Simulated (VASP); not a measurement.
# SiNi3 (Pm-3m) in VASP: a series of runs

SiNi3 is run at these levels: PBEsol, PBE, LDA; tasks: electric field gradients.

Program: VASP 6.6.1. These are calculated values, not measurements. Logs are shortened: lines on timing, memory, paths and dates and some standing lists are left out, and cuts for length are marked.

## Step 1: The cell of the first run

It takes space group Pm-3m (No. 221, cubic). The conventional cell has a = 3.551 Å, b = 3.551 Å, c = 3.551 Å, α = 90.00°, β = 90.00°, γ = 90.00°. Within 3.3 Å of Si (site symmetry m-3m) lie 12 Ni at 2.51 Å. Ni (site symmetry 4/mmm) has 4 Si at 2.51 Å and 8 Ni at 2.51 Å within 3.3 Å.

## Step 2: Electric field gradients, PBEsol, collinear spin, ferromagnetic start

INCAR reads:

```
PREC = Accurate
ENCUT = 520
EDIFF = 1E-8
ISMEAR = -1
SIGMA = 0.05
LREAL = False
LASPH = True
NELM = 150
ALGO = Normal
ISIF = 2
LWAVE = False
LCHARG = False
ISPIN = 2
MAGMOM = 0 1.5 1.5 1.5
LORBIT = 11
LMAXMIX = 4
GGA = PS
LEFG = True
NBANDS = 29
```

KPOINTS reads:

```
regular mesh
0
Gamma
  13 13 13
```

POSCAR reads:

```
SiNi3
1.0
    3.5511000000      0.0000000000      0.0000000000
    0.0000000000      3.5511000000      0.0000000000
    0.0000000000      0.0000000000      3.5511000000
Si Ni
1 3
Direct
    0.0000000000      0.0000000000      0.0000000000
    0.0000000000      0.5000000000      0.5000000000
    0.5000000000      0.0000000000      0.5000000000
    0.5000000000      0.5000000000      0.0000000000
```

Potentials or basis: VASP PAW PBE potentials, release 64 (Si, Ni).

Launch:

```bash
$ cat potpaw_PBE.64/Si/POTCAR potpaw_PBE.64/Ni/POTCAR > POTCAR
$ mpirun -np 1 vasp_std > vasp.out
```

OUTCAR:

```text
PREC = Accurate
   ENCUT = 520
   EDIFF = 1E-8
   ISMEAR = -1
   LREAL = False
   LASPH = True
   NELM = 150
   ISIF = 2
   ISPIN = 2
   LORBIT = 11
   GGA = PS

 ion  position               nearest neighbor table
   1  0.000  0.000  0.000-   2 2.51   3 2.51   4 2.51   2 2.51   3 2.51   2 2.51   4 2.51   2 2.51
                             3 2.51   4 2.51   3 2.51   4 2.51
   2  0.000  0.500  0.500-   1 2.51   3 2.51   4 2.51   1 2.51   4 2.51   1 2.51   3 2.51   1 2.51
                             3 2.51   4 2.51   4 2.51   3 2.51
   3  0.500  0.000  0.500-   1 2.51   2 2.51   4 2.51   1 2.51   4 2.51   2 2.51   4 2.51   4 2.51
                             1 2.51   2 2.51   1 2.51   2 2.51
   4  0.500  0.500  0.000-   1 2.51   2 2.51   3 2.51   2 2.51   3 2.51   1 2.51   3 2.51   3 2.51
                             1 2.51   2 2.51   2 2.51   1 2.51

  LATTYP: Found a simple cubic cell.
 ALAT       =     3.5511000000

  Lattice vectors:

 A1 = (   3.5511000000,   0.0000000000,   0.0000000000)
 A2 = (   0.0000000000,   3.5511000000,   0.0000000000)
 A3 = (   0.0000000000,   0.0000000000,   3.5511000000)

Analysis of symmetry for initial positions (statically):
=====================================================================
 Subroutine PRICEL returns:
 Original cell was already a primitive cell.

 Routine SETGRP: Setting up the symmetry group for a
 simple cubic supercell.

 Subroutine GETGRP returns: Found 48 space group operations
 (whereof 48 operations were pure point group operations)
 out of a pool of 48 trial point group operations.

The static configuration has the point symmetry O_h .

Analysis of symmetry for dynamics (positions and initial velocities):
=====================================================================
 Subroutine PRICEL returns:
 Original cell was already a primitive cell.

 Routine SETGRP: Setting up the symmetry group for a
 simple cubic supercell.

 Subroutine GETGRP returns: Found 48 space group operations
 (whereof 48 operations were pure point group operations)
 out of a pool of 48 trial point group operations.

The dynamic configuration has the point symmetry O_h .

Analysis of structural, dynamic, and magnetic symmetry:
=====================================================================
 Subroutine PRICEL returns:
 Original cell was already a primitive cell.

 Routine SETGRP: Setting up the symmetry group for a
 simple cubic supercell.

 Subroutine GETGRP returns: Found 48 space group operations
 (whereof 48 operations were pure point group operations)
 out of a pool of 48 trial point group operations.

The overall configuration has the point symmetry O_h .

 Subroutine INISYM returns: Found 48 space group operations
 (whereof 48 operations are pure point group operations),
 and found     1 'primitive' translations

----------------------------------------------------------------------------------------

                                     Primitive cell

  volume of cell :      44.7805

  direct lattice vectors                    reciprocal lattice vectors
     3.551100000  0.000000000  0.000000000     0.281602884  0.000000000  0.000000000
     0.000000000  3.551100000  0.000000000     0.000000000  0.281602884  0.000000000
     0.000000000  0.000000000  3.551100000     0.000000000  0.000000000  0.281602884

  length of vectors
     3.551100000  3.551100000  3.551100000     0.281602884  0.281602884  0.281602884

  position of ions in fractional coordinates (direct lattice)
     0.000000000  0.000000000  0.000000000
     0.000000000  0.500000000  0.500000000
     0.500000000  0.000000000  0.500000000
     0.500000000  0.500000000  0.000000000

  ion indices of the primitive-cell ions
   primitive index   ion index
                 1           1
                 2           2
                 3           3
                 4           4

[... 81 lines left out ...]
   PSTRESS=    0.0 pullay stress
   NELECT =      34.0000    total number of electrons
   NUPDOWN=      -1.0000    fix difference up-down
   EMIN   =  10.00;   EMAX   =-10.00  energy-range for DOS
   EFERMI =   0.00;   METHOD = LEGACY
   ISMEAR =    -1;   SIGMA  =   0.05  broadening in eV -4-tet -1-fermi 0-gaus
   EFERMI_NEDOS =   21; number of points for ismear=-14 and -15
   IALGO  =     38    algorithm
   IMIX   =      4    mixing-type and parameters
     AMIX     =   0.40;   BMIX     =  1.00
     AMIX_MAG =   1.60;   BMIX_MAG =  1.00
  volume/ion in A,a.u.               =      11.20        75.55
  Fermi-wavevector in a.u.,A,eV,Ry     =   1.493499  2.822304 30.348324  2.230539
  Thomas-Fermi vector in A             =   2.605892
   LORBIT       =     11    0 simple, 1 ext, 2 COOP (PROOUT), +10 PAW based schemes
   GGA     = PS    functional components
   LHFCALC =     F    Hartree Fock is set to
   AEXX    =    0.0000 exact exchange contribution
   IVDW    =     0    specifies the selected vdW correction
   LEPSILON=     F    determine dielectric tensor
   LRPA    =     F    only Hartree local field effects (RPA)
 spin polarized calculation
  energy-cutoff  :      520.00
  volume of cell :       44.78
 maximum number of plane-waves:      1225
 NGX is ok and might be reduce to    28
   NGX = 13   NGY = 13   NGZ = 13

 number of electron      33.9999997 magnetization       0.0000769

 number of electron      33.9999997 magnetization      -0.0000290

 Free energy of the ion-electron system (eV)
  ---------------------------------------------------
  ext. energy  EPLUGINS =         0.00000000
  ---------------------------------------------------
  free energy    TOTEN  =       -26.13222782 eV

  energy without entropy =      -26.11490469  energy(sigma->0) =      -26.12356626

 E-fermi :   9.9489     XC(G=0): -13.0303

 val. band max:        9.9453398452   @ k =   0.3846   0.3846   0.3846
 cond. band min:       9.9662538908   @ k =   0.0000   0.0000   0.0000
 fundamental gap:      0.0209140456
 Fermi energy:         9.9488619155

 spin component 1

 k-point     1 :       0.0000    0.0000    0.0000
  band No.  band energies     occupation
      1      -1.6835      1.00000
      2       5.3015      1.00000
      3       6.1005      1.00000
      4       6.1005      1.00000
      5       6.5923      1.00000
      6       6.5923      1.00000
[... 757 lines left out ...]
     28      23.0960      0.00000
     29      23.8560      0.00000

 [... further k-points ...]

 spin component 2

 k-point     1 :       0.0000    0.0000    0.0000
  band No.  band energies     occupation
      1      -1.6835      1.00000
      2       5.3015      1.00000
      3       6.1005      1.00000
      4       6.1005      1.00000
      5       6.5923      1.00000
      6       6.5923      1.00000
[... 757 lines left out ...]
     28      23.0960      0.00000
     29      23.8560      0.00000

 [... further k-points ...]
[... 5 lines left out ...]
  --------------------------------------------------------------------------------------
  -------------------------------------------------------------------------------------
  Total       -4.2458059     -4.2458059     -4.2458059      0.0000000     -0.0000000     -0.0000000
  in kB     -151.9084794   -151.9084794   -151.9084794      0.0000000     -0.0000000     -0.0000000
  external PRESSURE =    -151.9084794 kB  Pullay stress =       0.0000000 kB

 VOLUME and BASIS-vectors are now :
 -----------------------------------------------------------------------------
  energy-cutoff  :      520.00
  volume of cell :       44.78
      direct lattice vectors                 reciprocal lattice vectors
     3.551100000  0.000000000  0.000000000     0.281602884  0.000000000  0.000000000
     0.000000000  3.551100000  0.000000000     0.000000000  0.281602884  0.000000000
     0.000000000  0.000000000  3.551100000     0.000000000  0.000000000  0.281602884

 POSITION                                       TOTAL-FORCE (eV/Angst)
 -----------------------------------------------------------------------------------
      0.00000      0.00000      0.00000         0.000000      0.000000      0.000000
      0.00000      1.77555      1.77555         0.000000      0.000000      0.000000
      1.77555      0.00000      1.77555         0.000000      0.000000      0.000000
      1.77555      1.77555      0.00000         0.000000      0.000000      0.000000
 -----------------------------------------------------------------------------------
    total drift:                                0.000000      0.000000      0.000000

  FREE ENERGIE OF THE ION-ELECTRON SYSTEM (eV)
  ---------------------------------------------------
  free  energy   TOTEN  =       -26.1322278186 eV

  energy  without entropy=      -26.1149046934  energy(sigma->0) =      -26.12356626

 Electric field gradients (V/A^2)
---------------------------------------------------------------------
 ion       V_xx      V_yy      V_zz      V_xy      V_xz      V_yz
---------------------------------------------------------------------
   1       0.000     0.000    -0.000    -0.000    -0.000     0.000
   2     -39.296    19.648    19.648    -0.000    -0.000     0.000
   3      19.648   -39.296    19.648     0.000     0.000    -0.000
   4      19.648    19.648   -39.296     0.000     0.000    -0.000
---------------------------------------------------------------------

 Electric field gradients after diagonalization (V/A^2)
 (convention: |V_zz| > |V_xx| > |V_yy|)
----------------------------------------------------------------------
 ion       V_xx      V_yy      V_zz     asymmetry (V_yy - V_xx)/ V_zz
----------------------------------------------------------------------
   1       0.000     0.000    -0.000       0.133
   2      19.648    19.648   -39.296       0.000
   3      19.648    19.648   -39.296       0.000
   4      19.648    19.648   -39.296       0.000
----------------------------------------------------------------------

           NMR quadrupolar parameters

 Cq : quadrupolar parameter    Cq=e*Q*V_zz/h
 eta: asymmetry parameters     (V_yy - V_xx)/ V_zz
 Q  : nuclear electric quadrupole moment in mb (millibarn)
----------------------------------------------------------------------
 ion       Cq(MHz)       eta       Q (mb)
----------------------------------------------------------------------
   1      -0.000       0.133       1.000
   2      -0.095       0.000       1.000
   3      -0.095       0.000       1.000
   4      -0.095       0.000       1.000
----------------------------------------------------------------------

 total charge

# of ion       s       p       d       tot
------------------------------------------
    1        0.728   0.795   0.000   1.523
    2        0.471   0.536   8.391   9.399
    3        0.471   0.536   8.391   9.399
    4        0.471   0.536   8.391   9.399
--------------------------------------------------
tot          2.143   2.403  25.173  29.719

 magnetization (x)

# of ion       s       p       d       tot
------------------------------------------
    1       -0.000   0.000   0.000   0.000
    2        0.000   0.000  -0.000  -0.000
    3        0.000   0.000  -0.000  -0.000
    4        0.000   0.000  -0.000  -0.000
--------------------------------------------------
tot          0.000   0.000  -0.000  -0.000
```

It took 1.7 min on 1 thread of Intel Xeon 6975P-C (Granite Rapids), shared host; peak memory 0.28 GiB.

What came out:

```yaml
Free_energy: -26.1322 eV
Pressure: -15.2 GPa
Band_gap_on_the_k_mesh: zero (filled and empty bands overlap)
Net_moment: 0.00 μB per cell
Valence_electrons_inside_the_program's_atomic_spheres: Si 1.52; Ni 9.40
```

Levels at points of the mesh, in eV from the Fermi level:
Spin up:
```
           k point  band 13  band 14  band 15  band 16  band 17  band 18  band 19  band 20  band 21  band 22
(0.00, 0.00, 0.00)    -0.84    -0.58    -0.58    -0.28     0.02     0.02     0.02     4.48     6.14     6.14
```
Spin down:
```tsv
k point	band 14	band 15	band 16	band 17	band 18	band 19	band 20	band 21
(0.00, 0.00, 0.00)	-0.58	-0.58	-0.28	0.02	0.02	0.02	4.48	6.14
```

Electric field gradients, principal values (V/Å²):
```
atom   least  middle  greatest (by size)
1 Si   0.000   0.000               0.000
2 Ni  19.648  19.648             -39.296
3 Ni  19.648  19.648             -39.296
4 Ni  19.648  19.648             -39.296
```

Caveat: the starting moments collapsed, and a magnetic state may lie lower; without QUAD_EFG the Cq values of the log hold for a quadrupole moment of 1 mb, not for the nuclei; the PAW data sets were made with another functional, which shifts forces and pressure a little.

## Step 3: Electric field gradients, PBE, collinear spin, ferromagnetic start

INCAR reads:

```
  PREC = Accurate
  ENCUT = 520
  EDIFF = 1E-8
  ISMEAR = -1
  SIGMA = 0.05
  LREAL = False
  LASPH = True
  NELM = 200
  ALGO = Normal
  ISIF = 2
  LWAVE = False
  LCHARG = False
  ISPIN = 2
  MAGMOM = 0 1.5 1.5 1.5
  LORBIT = 11
  LMAXMIX = 4
  GGA = PE
  LEFG = True
  NBANDS = 29
  GGA_COMPAT = False
```

KPOINTS reads:

```
Automatic mesh
0
Gamma
  13 13 13
  0.5 0.5 0.5
```

POSCAR is that of step 2.

Potentials or basis: VASP PAW PBE potentials, release 64 (Si, Ni).

Launch:

```bash
$ cat potpaw_PBE.64/Si/POTCAR potpaw_PBE.64/Ni/POTCAR > POTCAR
$ mpirun -np 1 vasp_std > vasp.out
```

OUTCAR:

```text
PREC = Accurate
   ENCUT = 520
   EDIFF = 1E-8
   ISMEAR = -1
   LREAL = False
   LASPH = True
   NELM = 200
   ISIF = 2
   ISPIN = 2
   LORBIT = 11
   GGA = PE

 ion  position               nearest neighbor table
   1  0.000  0.000  0.000-   2 2.51   3 2.51   4 2.51   2 2.51   3 2.51   2 2.51   4 2.51   2 2.51
                             3 2.51   4 2.51   3 2.51   4 2.51
   2  0.000  0.500  0.500-   1 2.51   3 2.51   4 2.51   1 2.51   4 2.51   1 2.51   3 2.51   1 2.51
                             3 2.51   4 2.51   4 2.51   3 2.51
   3  0.500  0.000  0.500-   1 2.51   2 2.51   4 2.51   1 2.51   4 2.51   2 2.51   4 2.51   4 2.51
                             1 2.51   2 2.51   1 2.51   2 2.51
   4  0.500  0.500  0.000-   1 2.51   2 2.51   3 2.51   2 2.51   3 2.51   1 2.51   3 2.51   3 2.51
                             1 2.51   2 2.51   2 2.51   1 2.51

  LATTYP: Found a simple cubic cell.
 ALAT       =     3.5511000000

  Lattice vectors:

 A1 = (   3.5511000000,   0.0000000000,   0.0000000000)
 A2 = (   0.0000000000,   3.5511000000,   0.0000000000)
 A3 = (   0.0000000000,   0.0000000000,   3.5511000000)

Analysis of symmetry for initial positions (statically):
=====================================================================
 Subroutine PRICEL returns:
 Original cell was already a primitive cell.

 Routine SETGRP: Setting up the symmetry group for a
 simple cubic supercell.

 Subroutine GETGRP returns: Found 48 space group operations
 (whereof 48 operations were pure point group operations)
 out of a pool of 48 trial point group operations.

The static configuration has the point symmetry O_h .

Analysis of symmetry for dynamics (positions and initial velocities):
=====================================================================
[... 1742 lines left out ...]
  volume of cell :       44.78
      direct lattice vectors                 reciprocal lattice vectors
     3.551100000  0.000000000  0.000000000     0.281602884  0.000000000  0.000000000
     0.000000000  3.551100000  0.000000000     0.000000000  0.281602884  0.000000000
     0.000000000  0.000000000  3.551100000     0.000000000  0.000000000  0.281602884

 POSITION                                       TOTAL-FORCE (eV/Angst)
 -----------------------------------------------------------------------------------
      0.00000      0.00000      0.00000         0.000000      0.000000      0.000000
      0.00000      1.77555      1.77555         0.000000      0.000000      0.000000
      1.77555      0.00000      1.77555         0.000000      0.000000      0.000000
      1.77555      1.77555      0.00000         0.000000      0.000000      0.000000
 -----------------------------------------------------------------------------------
    total drift:                                0.000000      0.000000      0.000000

  FREE ENERGIE OF THE ION-ELECTRON SYSTEM (eV)
  ---------------------------------------------------
  free  energy   TOTEN  =       -23.6495835033 eV

  energy  without entropy=      -23.6323010979  energy(sigma->0) =      -23.64094230

 Electric field gradients (V/A^2)
---------------------------------------------------------------------
 ion       V_xx      V_yy      V_zz      V_xy      V_xz      V_yz
---------------------------------------------------------------------
   1      -0.000    -0.000    -0.000    -0.000    -0.000     0.000
   2     -39.593    19.796    19.796    -0.000    -0.000     0.000
   3      19.796   -39.593    19.796     0.000    -0.000     0.000
   4      19.796    19.796   -39.593     0.000    -0.000     0.000
---------------------------------------------------------------------

 Electric field gradients after diagonalization (V/A^2)
 (convention: |V_zz| > |V_xx| > |V_yy|)
----------------------------------------------------------------------
 ion       V_xx      V_yy      V_zz     asymmetry (V_yy - V_xx)/ V_zz
----------------------------------------------------------------------
   1      -0.000    -0.000    -0.000      -0.734
   2      19.796    19.796   -39.593       0.000
   3      19.796    19.796   -39.593       0.000
   4      19.796    19.796   -39.593       0.000
----------------------------------------------------------------------

           NMR quadrupolar parameters

 Cq : quadrupolar parameter    Cq=e*Q*V_zz/h
 eta: asymmetry parameters     (V_yy - V_xx)/ V_zz
 Q  : nuclear electric quadrupole moment in mb (millibarn)
----------------------------------------------------------------------
 ion       Cq(MHz)       eta       Q (mb)
----------------------------------------------------------------------
   1      -0.000      -0.734       1.000
   2      -0.096       0.000       1.000
   3      -0.096       0.000       1.000
   4      -0.096       0.000       1.000
----------------------------------------------------------------------

 total charge

# of ion       s       p       d       tot
------------------------------------------
    1        0.730   0.800   0.000   1.530
    2        0.468   0.531   8.391   9.389
    3        0.468   0.531   8.391   9.389
    4        0.468   0.531   8.391   9.389
--------------------------------------------------
tot          2.133   2.393  25.172  29.698

 magnetization (x)

# of ion       s       p       d       tot
------------------------------------------
    1       -0.000  -0.000   0.000  -0.000
    2       -0.000   0.000   0.000   0.000
    3       -0.000   0.000   0.000   0.000
    4       -0.000   0.000   0.000   0.000
--------------------------------------------------
tot         -0.000  -0.000   0.000  -0.000
```

stdout:

```text
POSCAR found type information on POSCAR SiNi
 POSCAR found :  2 types and       4 ions
 scaLAPACK will be used
 LDA part: xc-table for (Slater+PW92), standard interpolation
 POSCAR, INCAR and KPOINTS ok, starting setup
 FFT: planning ... GRIDC
 FFT: planning ... GRID_SOFT
 FFT: planning ... GRID
 WAVECAR not read
 entering main loop
ion   1

ion   2

ion   3

ion   4
```

Wall time 6.8 min (1 thread of Intel Xeon 8259CL, shared host); peak memory 0.28 GiB.

Results:

```
Free energy                                           : -23.6496 eV
Pressure                                              : -7.3 GPa
Band gap on the k mesh                                : zero (filled and empty bands overlap)
Net moment                                            : 0.00 μB per cell
Valence electrons inside the program's atomic spheres : Si 1.53; Ni 9.39
```

Electric field gradients, principal values (V/Å²):
```tsv
atom	least	middle	greatest (by size)
1 Si	0.000	0.000	0.000
2 Ni	19.796	19.796	-39.593
3 Ni	19.796	19.796	-39.593
4 Ni	19.796	19.796	-39.593
```

Caveat: the starting moments collapsed, and a magnetic state may lie lower; without QUAD_EFG the Cq values of the log hold for a quadrupole moment of 1 mb, not for the nuclei.

(Part 1 of 2 ends here.)
